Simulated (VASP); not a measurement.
The system is ZnGeN.

```xyz
6
Lattice="4.1912 0.0000 0.0000 -2.0956 3.6297 0.0000 0.0000 0.0000 5.2170" Properties=species:S:1:pos:R:3 pbc="T T T"
Zn    0.0000    0.0000    0.0000
Zn    0.0000    0.0000    2.6085
Ge    2.0956    1.2099    3.9128
Ge    0.0000    2.4198    1.3043
N     0.0000    2.4198    3.9128
N     2.0956    1.2099    1.3043
```

```yaml
Program: VASP 6.6.1
Task: relaxation of cell and atoms
Functional: PBE
Potentials_or_basis: VASP PAW PBE potentials, release 64 (Zn, Ge_d, N)
Cutoff: 600 eV
k_mesh: 12 × 12 × 8
Occupations: gaussian, width 0.1 eV
Spin: no spin polarisation
```

At the start: pressure 1.7 GPa; volume 13.23 Å³/atom.

Q: Where does the relaxation end?

A: Over 8 steps the energy falls by 34.1 meV/atom and the volume is 13.35 Å³/atom (+0.9 %); space group P6_3/mmc (No. 194, to 0.05 Å).

Step by step:
| step | energy change (eV) | largest force (eV/Å) | pressure (GPa) | volume (Å³) |
| --- | --- | --- | --- | --- |
| 1 | 0.0000 | 0.0000 | 1.66 | 79.36 |
| 2 | -0.0822 | 0.0000 | -0.68 | 80.92 |
| 3 | -0.1293 | 0.0000 | -3.19 | 82.92 |
| 4 | -0.1867 | 0.0000 | -1.57 | 81.31 |
| 5 | -0.2045 | 0.0000 | 0.17 | 79.96 |
| 6 | -0.2045 | 0.0000 | 0.27 | 79.89 |
| 7 | -0.2048 | 0.0000 | 0.13 | 80.03 |
| 8 | -0.2048 | 0.0000 | 0.06 | 80.09 |

Final structure:
```
CELL_PARAMETERS angstrom
4.40156 0.00000 0.00000
-2.20078 3.81186 0.00000
0.00000 0.00000 4.77375
ATOMIC_POSITIONS crystal
Zn 0.00000 0.00000 0.00000
Zn 0.00000 0.00000 0.50000
Ge 0.66667 0.33333 0.75000
Ge 0.33333 0.66667 0.25000
N 0.33333 0.66667 0.75000
N 0.66667 0.33333 0.25000
```
